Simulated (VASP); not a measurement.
The system is LiF.

```
Li F
1.0
     2.06160    0.00000    0.00000
     0.00000    2.06160    0.00000
     0.00000    0.00000    2.06160
Li F
1 1
Cartesian
  0.0000 0.0000 0.0000
  1.0308 1.0308 1.0308
```

| Property | Result |
| --- | --- |
| Program | VASP 6.6.1 |
| Task | relaxation of cell and atoms |
| Functional | PBE |
| Potentials or basis | VASP PAW PBE potentials, release 64 (Li_sv, F_h) |
| Cutoff | 910 eV |
| k mesh | 12 × 12 × 12 |
| Occupations | fermi-dirac, width 0.02 eV |
| Spin | no spin polarisation |

At the start: pressure 175.5 GPa; volume 4.38 Å³/atom.

Question: Where does the relaxation end?

Answer: Over 6 steps the energy falls by 934.0 meV/atom and the volume is 6.52 Å³/atom (+48.8 %); space group Pm-3m (No. 221, to 0.1 Å) before and after.

Step by step:
| step | energy change (eV) | largest force (eV/Å) | pressure (GPa) | volume (Å³) |
| --- | --- | --- | --- | --- |
| 1 | 0.0000 | 0.0000 | 175.50 | 8.76 |
| 2 | -1.1809 | 0.0000 | -61.96 | 16.37 |
| 3 | -1.8679 | 0.0000 | 0.53 | 13.01 |
| 4 | -1.8675 | 0.0000 | -1.70 | 13.11 |
| 5 | -1.8677 | 0.0000 | 1.11 | 12.99 |
| 6 | -1.8679 | 0.0000 | -0.01 | 13.04 |

Final structure:
```
Li F
1.0
     2.35346    0.00000    0.00000
     0.00000    2.35346    0.00000
     0.00000    0.00000    2.35346
Li F
1 1
Direct
  0.00000 0.00000 0.00000
  0.50000 0.50000 0.50000
```

Caveat: the cutoff is under 1.25 times the usual one of these potentials, so pressure, stress and relaxed cells hold a basis-set (Pulay) error; the volume moved by over 15 % at a fixed basis, so the end points are rough.
